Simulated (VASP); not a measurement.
Runs of VASP 6.6.1 on Ge4I. The structure is that of space group Im-3m (No. 229), or close to it. The cells are those of the table. 

| task | cell | k mesh | cutoff (eV) | gap on the mesh (eV) | pressure (GPa) | relaxed volume (Å³/atom) |
| --- | --- | --- | --- | --- | --- | --- |
| single point | a = 5.741 Å, angles 109.5°, 5 atoms | 8 × 8 × 8 | 520 | none | -0.1 | - |
| relaxation of cell and atoms | relaxed from a = 5.725 Å, angles 109.5°, 5 atoms | 8 × 8 × 8 | 600 | none | 0.0 | 29.11 |
| single point | a = 5.725 Å, angles 109.5°, 5 atoms | 4 × 4 × 4 | 520 | none | (a) | - |
| relaxation of cell and atoms | relaxed from a = 5.459 Å, angles 109.5°, 5 atoms | 4 × 4 × 4 | 600 | none | 0.0 | 29.06 |

Alike in all rows: level PBE; potentials or basis VASP PAW PBE potentials, release 64 (Ge_d, I); no spin polarisation; smearing gaussian 0.1 eV.

Q: Estimate the missing entries.

A: (a) 0.2.

Caveats: spin-orbit coupling is left out, which moves the levels of the heavy elements; an odd number of electrons without spin polarisation forces a metal; a magnetic or distorted state may lie lower; the volume moved by over 15 % at a fixed basis, so the end points are rough (some runs).

A k mesh can miss the band edges, and the runs leave out spin-orbit coupling on Ge, I.

A gap of «none» marks levels without a gap at the run's occupations.
